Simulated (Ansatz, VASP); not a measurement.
# NaH: VASP beside Ansatz

The input INCAR:

```
SYSTEM = NaH
PREC     = Accurate       ! precision mode
ENCUT    = 520            ! plane-wave cutoff, eV
EDIFF    = 1E-7           ! SCF threshold, eV
ISMEAR   = 0              ! smearing method
SIGMA    = 0.05           ! smearing width, eV
LREAL    = .FALSE.        ! projectors in reciprocal space
LASPH    = .TRUE.         ! aspherical terms in the spheres
NELM     = 80             ! most SCF steps
ALGO     = Normal         ! electronic algorithm
ISIF     = 2              ! what is computed and relaxed
LWAVE    = .FALSE.        ! write WAVECAR
LCHARG   = .FALSE.        ! write CHGCAR
GGA      = PE             ! functional
NBANDS   = 11             ! bands
```

File KPOINTS:

```
regular mesh
0
G
  12 12 12
  0 0 0
```

File POSCAR:

```
NaH
1.0
    0.0000000000      2.4163655656      2.4163655656
    2.4163655656      0.0000000000      2.4163655656
    2.4163655656      2.4163655656      0.0000000000
Na H
1 1
Direct
    0.0000000000      0.0000000000      0.0000000000
    0.5000000000      0.5000000000      0.5000000000
```

Input for Ansatz:

```yaml
crystal:
  lattice:
    - [0.0, 2.4163655656, 2.4163655656]
    - [2.4163655656, 0.0, 2.4163655656]
    - [2.4163655656, 2.4163655656, 0.0]
  atoms:
    - { symbol: Na, position: [0.0, 0.0, 0.0] }
    - { symbol: H, position: [0.5, 0.5, 0.5] }
basis:
  ecutwfc: 420
  ecutrho_ratio: 4
kpoints:
  mp_grid: { grid: [12, 12, 12] }
hamiltonian:
  xc: pbe
scf:
  occupations: { method: gaussian, width: 0.05 }
output:
  forces: true
  stress: true
  eigenvalues: true
```

Alike in both runs: task single point; functional PBE; k mesh 12 × 12 × 12; occupations gaussian, width 0.05 eV; no spin polarisation.

|  | VASP | Ansatz |
| --- | --- | --- |
| version | VASP 6.6.1 | Ansatz 0.2.0 |
| potentials or method | VASP PAW PBE potentials, release 64 (Na_pv, H), cutoff 520 eV | scalar-relativistic, plane waves, PAW |
| valence electrons in the cell | 8 | 10 |

```csv
,VASP,Ansatz,Ansatz less VASP
gap on the k mesh at the Fermi level (eV),3.76,3.76,+0.002
least direct gap on the mesh (eV),4.62,4.62,+0.005
pressure (GPa),0.0,0.0,+0.03
```

VASP's potentials hold 8 valence electrons a cell and Ansatz's 10, so a difference there can come from the potentials and not from the codes.
